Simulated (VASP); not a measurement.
# NaF (Fm-3m) in VASP: a series of runs

Runs on NaF. Level: PBEsol. Tasks: single point.

All numbers are computed with VASP 6.6.1; they aren't measurements. Logs are shortened: lines on timing, memory, paths and dates and some standing lists are left out, and cuts for length are marked.

## (1) The cell of the first run

Symmetry: Fm-3m, No. 225, cubic system. Conventional cell: a = 4.414 Å, b = 4.414 Å, c = 4.414 Å, α = 90.00°, β = 90.00°, γ = 90.00°. Na (site symmetry m-3m) has 6 F at 2.21 Å within 2.9 Å. Within 2.9 Å of F (site symmetry m-3m) lie 6 Na at 2.21 Å.

## (2) Single point, PBEsol (strain -0.050 along x and y, -0.050 along z)

The input, INCAR:

```
PREC = Accurate
ENCUT = 520
EDIFF = 1E-7
ISMEAR = 0
SIGMA = 0.05
LREAL = F
LASPH = T
NELM = 60
ALGO = Normal
ISIF = 2
LWAVE = F
LCHARG = T
GGA = PS
LELF = T
LVHAR = T
NBANDS = 14
```

The input, KPOINTS:

```
Automatic mesh
0
Gamma
  8 8 8
```

The input, POSCAR:

```
NaF
1.0
    0.0000000000      2.2071350000      2.2071350000
    2.2071350000      0.0000000000      2.2071350000
    2.2071350000      2.2071350000      0.0000000000
Na F
1 1
Direct
    0.0000000000      0.0000000000      0.0000000000
    0.5000000000      0.5000000000      0.5000000000
```

Potentials or basis: VASP PAW PBE potentials, release 64 (Na_pv, F).

Run with:

```bash
cat potpaw_PBE.64/Na_pv/POTCAR potpaw_PBE.64/F/POTCAR > POTCAR
mpirun -np 1 vasp_std > vasp.out
```

OUTCAR:

```text
PREC = Accurate
   ENCUT = 520
   EDIFF = 1E-7
   ISMEAR = 0
   LREAL = F
   LASPH = T
   NELM = 60
   ISIF = 2
   GGA = PS

 ion  position               nearest neighbor table
   1  0.000  0.000  0.000-   2 2.21   2 2.21   2 2.21   2 2.21   2 2.21   2 2.21
   2  0.500  0.500  0.500-   1 2.21   1 2.21   1 2.21   1 2.21   1 2.21   1 2.21

  LATTYP: Found a face centered cubic cell.
 ALAT       =     4.4142700000

  Lattice vectors:

 A1 = (   0.0000000000,   2.2071350000,   2.2071350000)
 A2 = (   2.2071350000,   0.0000000000,   2.2071350000)
 A3 = (   2.2071350000,   2.2071350000,   0.0000000000)

Analysis of symmetry for initial positions (statically):
=====================================================================
 Subroutine PRICEL returns:
 Original cell was already a primitive cell.

 Routine SETGRP: Setting up the symmetry group for a
 face centered cubic supercell.

 Subroutine GETGRP returns: Found 48 space group operations
 (whereof 48 operations were pure point group operations)
 out of a pool of 48 trial point group operations.

The static configuration has the point symmetry O_h .

Analysis of symmetry for dynamics (positions and initial velocities):
=====================================================================
 Subroutine PRICEL returns:
 Original cell was already a primitive cell.

 Routine SETGRP: Setting up the symmetry group for a
 face centered cubic supercell.

 Subroutine GETGRP returns: Found 48 space group operations
 (whereof 48 operations were pure point group operations)
 out of a pool of 48 trial point group operations.

The dynamic configuration has the point symmetry O_h .

 Subroutine INISYM returns: Found 48 space group operations
 (whereof 48 operations are pure point group operations),
 and found     1 'primitive' translations

----------------------------------------------------------------------------------------

                                     Primitive cell

  volume of cell :      21.5039

  direct lattice vectors                    reciprocal lattice vectors
     0.000000000  2.207135000  2.207135000    -0.226538023  0.226538023  0.226538023
     2.207135000  0.000000000  2.207135000     0.226538023 -0.226538023  0.226538023
     2.207135000  2.207135000  0.000000000     0.226538023  0.226538023 -0.226538023

  length of vectors
     3.121360251  3.121360251  3.121360251     0.392375366  0.392375366  0.392375366

  position of ions in fractional coordinates (direct lattice)
     0.000000000  0.000000000  0.000000000
     0.500000000  0.500000000  0.500000000

  ion indices of the primitive-cell ions
   primitive index   ion index
                 1           1
                 2           2

----------------------------------------------------------------------------------------

 KPOINTS: Automatic mesh

Automatic generation of k-mesh.
 Grid dimensions read from file:
 generate k-points for:    8    8    8

 Generating k-lattice:

  Cartesian coordinates                     Fractional coordinates (reciprocal lattice)
    -0.028317253  0.028317253  0.028317253     0.125000000  0.000000000  0.000000000
     0.028317253 -0.028317253  0.028317253     0.000000000  0.125000000  0.000000000
     0.028317253  0.028317253 -0.028317253     0.000000000  0.000000000  0.125000000

  Length of vectors
     0.049046921  0.049046921  0.049046921

  Shift w.r.t. Gamma in fractional coordinates (k-lattice)
     0.000000000  0.000000000  0.000000000

 Subroutine IBZKPT returns following result:
 ===========================================

 Found     29 irreducible k-points:

 Following reciprocal coordinates:
            Coordinates               Weight
  0.000000  0.000000  0.000000      1.000000
  0.125000  0.000000  0.000000      8.000000
  0.250000  0.000000  0.000000      8.000000
  0.375000  0.000000  0.000000      8.000000
  0.500000  0.000000  0.000000      4.000000
  0.125000  0.125000  0.000000      6.000000
[... 16 lines left out ...]
  0.500000  0.250000  0.125000     48.000000
 -0.375000  0.250000  0.125000     24.000000
 [... further k-points ...]
   k-points           NKPTS =     29   k-points in BZ     NKDIM =     29   number of bands    NBANDS=     14
   number of dos      NEDOS =    301   number of ions     NIONS =      2
   total plane-waves  NPLWV =  13824
   dimension x,y,z NGX =    24 NGY =   24 NGZ =   24
   dimension x,y,z NGXF=    48 NGYF=   48 NGZF=   48
   ions per type =               1   1
   NGX,Y,Z   is equivalent  to a cutoff of  12.78, 12.78, 12.78 a.u.
   NGXF,Y,Z  is equivalent  to a cutoff of  25.57, 25.57, 25.57 a.u.
 SYSTEM =  unknown system
   PREC   = accura    normal or accurate (medium, high low for compatibility)
   ISTART =      0    job   : 0-new  1-cont  2-samecut
   ICHARG =      2    charge: 1-file 2-atom 10-const
   ISPIN  =      1    spin polarized calculation?
   LNONCOLLINEAR =      F non collinear calculations
   LSORBIT =      F    spin-orbit coupling
   LASPH  =      T    aspherical Exc in radial PAW
   ENCUT  =  520.0 eV  38.22 Ry    6.18 a.u.   5.80  5.80  5.80*2*pi/ulx,y,z
   NELM   =     60;   NELMIN=  2; NELMDL= -5     # of ELM steps
   EDIFF  = 0.1E-06   stopping-criterion for ELM
   LREAL  =      F    real-space projection
   EDIFFG = 0.1E-05   stopping-criterion for IOM
   NSW    =      0    number of steps for IOM
   IBRION =     -1    ionic relax: 0-MD 1-quasi-New 2-CG
   NFREE  =      0    steps in history (QN), initial steepest desc. (CG)
   ISIF   =      2    stress and relaxation
   ISYM   =      2    0-nonsym 1-usesym 2-fastsym
   POTIM  = 0.5000    time-step for ionic-motion
   TEBEG  =    0.0;   TEEND  =   0.0 temperature during run
   PSTRESS=    0.0 pullay stress
   NELECT =      14.0000    total number of electrons
   NUPDOWN=      -1.0000    fix difference up-down
   EMIN   =  10.00;   EMAX   =-10.00  energy-range for DOS
   EFERMI =   0.00;   METHOD = LEGACY
   ISMEAR =     0;   SIGMA  =   0.05  broadening in eV -4-tet -1-fermi 0-gaus
   EFERMI_NEDOS =   21; number of points for ismear=-14 and -15
   IALGO  =     38    algorithm
   IMIX   =      4    mixing-type and parameters
     AMIX     =   0.40;   BMIX     =  1.00
     AMIX_MAG =   1.60;   BMIX_MAG =  1.00
  volume/ion in A,a.u.               =      10.75        72.56
  Fermi-wavevector in a.u.,A,eV,Ry     =   1.418879  2.681292 27.391478  2.013217
  Thomas-Fermi vector in A             =   2.539958
   LORBIT       =      0    0 simple, 1 ext, 2 COOP (PROOUT), +10 PAW based schemes
   GGA     = PS    functional components
   LHFCALC =     F    Hartree Fock is set to
   AEXX    =    0.0000 exact exchange contribution
   IVDW    =     0    specifies the selected vdW correction
   LEPSILON=     F    determine dielectric tensor
   LRPA    =     F    only Hartree local field effects (RPA)
 non-spin polarized calculation
 Gauss-broadening in eV      SIGMA  =   0.05
  energy-cutoff  :      520.00
  volume of cell :       21.50
 maximum number of plane-waves:       604
   NGX = 11   NGY = 11   NGZ = 11

 number of electron      14.0000005 magnetization

 Free energy of the ion-electron system (eV)
  ---------------------------------------------------
  ext. energy  EPLUGINS =         0.00000000
  ---------------------------------------------------
  free energy    TOTEN  =        -8.67444320 eV

  energy without entropy =       -8.67444320  energy(sigma->0) =       -8.67444320

 E-fermi :  -1.2625     XC(G=0): -10.0855

 val. band max:       -1.4746857291   @ k =   0.0000   0.0000   0.0000
 cond. band min:       5.5180631885   @ k =   0.0000   0.0000   0.0000
 fundamental gap:      6.9927489177
 Fermi energy:        -1.2625340502

 k-point     1 :       0.0000    0.0000    0.0000
  band No.  band energies     occupation
      1     -20.8156      2.00000
      2     -19.8414      2.00000
      3     -19.8414      2.00000
      4     -19.8414      2.00000
      5      -1.4747      2.00000
      6      -1.4747      2.00000
      7      -1.4747      2.00000
      8       5.5181      0.00000
      9      18.3844      0.00000
     10      18.3844      0.00000
     11      18.3844      0.00000
     12      21.3873      0.00000
     13      23.9455      0.00000
     14      23.9455      0.00000

 k-point     2 :       0.1250    0.0000    0.0000
  band No.  band energies     occupation
      1     -20.9438      2.00000
      2     -19.8440      2.00000
      3     -19.8440      2.00000
      4     -19.6836      2.00000
      5      -1.8399      2.00000
      6      -1.5267      2.00000
      7      -1.5267      2.00000
      8       6.1254      0.00000
      9      16.5303      0.00000
     10      18.6880      0.00000
     11      18.6880      0.00000
     12      23.4821      0.00000
     13      23.4821      0.00000
     14      23.6500      0.00000

 k-point     3 :       0.2500    0.0000    0.0000
  band No.  band energies     occupation
      1     -21.1639      2.00000
      2     -19.8503      2.00000
      3     -19.8503      2.00000
      4     -19.3892      2.00000
      5      -2.5839      2.00000
      6      -1.6501      2.00000
      7      -1.6501      2.00000
      8       7.5501      0.00000
      9      14.4272      0.00000
     10      19.4053      0.00000
     11      19.4054      0.00000
     12      22.8826      0.00000
     13      22.8826      0.00000
     14      25.0200      0.00000

 k-point     4 :       0.3750    0.0000    0.0000
  band No.  band energies     occupation
      1     -21.3273      2.00000
      2     -19.8565      2.00000
      3     -19.8565      2.00000
      4     -19.1496      2.00000
      5      -3.2104      2.00000
      6      -1.7709      2.00000
      7      -1.7709      2.00000
      8       9.1359      0.00000
      9      12.9022      0.00000
     10      19.9697      0.00000
     11      19.9697      0.00000
     12      22.8822      0.00000
     13      22.8822      0.00000
     14      24.5969      0.00000

 k-point     5 :       0.5000    0.0000    0.0000
  band No.  band energies     occupation
      1     -21.3853      2.00000
      2     -19.8590      2.00000
      3     -19.8590      2.00000
      4     -19.0588      2.00000
      5      -3.4474      2.00000
      6      -1.8202      2.00000
      7      -1.8202      2.00000
      8      10.0404      0.00000
      9      12.1279      0.00000
     10      20.1042      0.00000
     11      20.1042      0.00000
[... 276 lines left out ...]
 k-point    22 :       0.3750    0.2500    0.1250
  band No.  band energies     occupation
      1     -21.1222      2.00000
      2     -19.9029      2.00000
      3     -19.8638      2.00000
      4     -19.3727      2.00000
      5      -2.7571      2.00000
      6      -1.8682      2.00000
      7      -1.7539      2.00000
      8       8.6530      0.00000
      9      13.6814      0.00000
     10      18.3492      0.00000
     11      20.0486      0.00000
     12      20.2315      0.00000
     13      24.4873      0.00000
     14      28.3152      0.00000

 k-point    23 :       0.5000    0.2500    0.1250
  band No.  band energies     occupation
      1     -21.1528      2.00000
      2     -19.9281      2.00000
      3     -19.8802      2.00000
      4     -19.2851      2.00000
      5      -3.0041      2.00000
      6      -2.0955      2.00000
      7      -1.8645      2.00000
      8      10.1479      0.00000
      9      12.8480      0.00000
     10      17.4636      0.00000
     11      19.4159      0.00000
     12      21.5353      0.00000
     13      23.8693      0.00000
     14      28.6462      0.00000

 k-point    24 :      -0.3750    0.2500    0.1250
  band No.  band energies     occupation
      1     -21.1636      2.00000
      2     -19.9330      2.00000
      3     -19.8928      2.00000
      4     -19.2505      2.00000
      5      -3.0910      2.00000
      6      -2.1960      2.00000
      7      -1.9115      2.00000
      8      11.1095      0.00000
      9      12.2689      0.00000
     10      17.1194      0.00000
     11      19.1276      0.00000
     12      22.2397      0.00000
     13      23.4489      0.00000
     14      28.8177      0.00000

 [... further k-points ...]
[... 5 lines left out ...]
  --------------------------------------------------------------------------------------
  -------------------------------------------------------------------------------------
  Total        1.3232365      1.3232365      1.3232365     -0.0000000     -0.0000000     -0.0000000
  in kB       98.5896564     98.5896564     98.5896564     -0.0000000     -0.0000000     -0.0000000
  external PRESSURE =      98.5896564 kB  Pullay stress =       0.0000000 kB

 VOLUME and BASIS-vectors are now :
 -----------------------------------------------------------------------------
  energy-cutoff  :      520.00
  volume of cell :       21.50
      direct lattice vectors                 reciprocal lattice vectors
     0.000000000  2.207135000  2.207135000    -0.226538023  0.226538023  0.226538023
     2.207135000  0.000000000  2.207135000     0.226538023 -0.226538023  0.226538023
     2.207135000  2.207135000  0.000000000     0.226538023  0.226538023 -0.226538023

 POSITION                                       TOTAL-FORCE (eV/Angst)
 -----------------------------------------------------------------------------------
      0.00000      0.00000      0.00000         0.000000      0.000000      0.000000
      2.20714      2.20714      2.20714         0.000000     -0.000000      0.000000
 -----------------------------------------------------------------------------------
    total drift:                                0.000000     -0.000000      0.000000

  FREE ENERGIE OF THE ION-ELECTRON SYSTEM (eV)
  ---------------------------------------------------
  free  energy   TOTEN  =        -8.6744431955 eV

  energy  without entropy=       -8.6744431955  energy(sigma->0) =       -8.67444320
```

Run time: 4.3 s. Hardware: 1 thread of Intel Xeon Platinum 8375C at 2.90GHz (Ice Lake), shared host; peak memory 0.13 GiB.

What came out:

```yaml
Free_energy: -8.6744 eV
Pressure: 9.9 GPa
Band_gap_on_the_k_mesh: 6.99 eV, direct
```

Caveat: the cell differs from its parent crystal (strain -0.050 along x and y, -0.050 along z); the PAW data sets were made with another functional, which shifts forces and pressure a little.

(Part 1 of 2 ends here.)
